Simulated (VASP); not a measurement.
Set up this calculation in VASP 6.6.1, as the native input.

| Quantity | Value |
| --- | --- |
| Task | single point |
| Functional | PBE |
| Potentials or basis | VASP PAW PBE potentials, release 64 (Sr_sv, Ti_sv, O) |
| Cutoff | 520 eV |
| k mesh | 8 × 8 × 8 |
| Occupations | gaussian, width 0.05 eV |
| Spin | no spin polarisation |
| Dipole correction | no |
| Further INCAR settings | ALGO = Normal; EDIFF = 1e-06; NBANDS = 28 |

The structure of SrTiO3 lies in POSCAR:

```
SrTiO3
1.0
    3.8444942777      0.0000000000      0.0000000000
    0.0000000000      3.8444942777      0.0000000000
    0.0000000000      0.0000000000      4.1202397589
Sr Ti O
1 1 3
Direct
    0.0013670509      0.0000000000      0.0000000000
    0.5064538458      0.5000000000      0.5000000000
   -0.0097550828      0.5000000000      0.5000000000
    0.4914796030      0.0000000000      0.5000000000
    0.4914796030      0.5000000000      0.0000000000
```

This cell differs from its parent crystal: atoms displaced along a vibrational mode, the cell strained.

The input as run:

INCAR

```
SYSTEM = SrTiO3
ALGO     = Normal         ! electronic algorithm
EDIFF    = 1E-6           ! SCF threshold, eV
ENCUT    = 520            ! plane-wave cutoff, eV
GGA      = PE             ! functional
ISIF     = 2              ! what is computed and relaxed
ISMEAR   = 0              ! smearing method
LASPH    = .True.         ! aspherical terms in the spheres
LCHARG   = .False.        ! write CHGCAR
LREAL    = .False.        ! projectors in reciprocal space
LWAVE    = .False.        ! write WAVECAR
NBANDS   = 28             ! bands
NELM     = 100            ! most SCF steps
PREC     = Accurate       ! precision mode
SIGMA    = 0.05           ! smearing width, eV
```

KPOINTS

```
k-points
0
Gamma
  8 8 8
  0 0 0
```

Potentials or basis: VASP PAW PBE potentials, release 64 (Sr_sv, Ti_sv, O).

Launch:

```sh
$ cat potpaw_PBE.64/Sr_sv/POTCAR potpaw_PBE.64/Ti_sv/POTCAR potpaw_PBE.64/O/POTCAR > POTCAR
$ mpirun -np 1 vasp_std > vasp.out
```

Results of the run:

```
Pressure               : 2.5 GPa
Largest force          : 0.222 eV/Å
Band gap on the k mesh : 1.72 eV (least direct gap 2.20 eV)
```

Caveat: the cell differs from its parent crystal (atoms displaced along a vibrational mode, the cell strained).

It took 5.2 min on 1 thread of Intel Xeon 8259CL, on a shared host, peak memory 0.33 GiB.
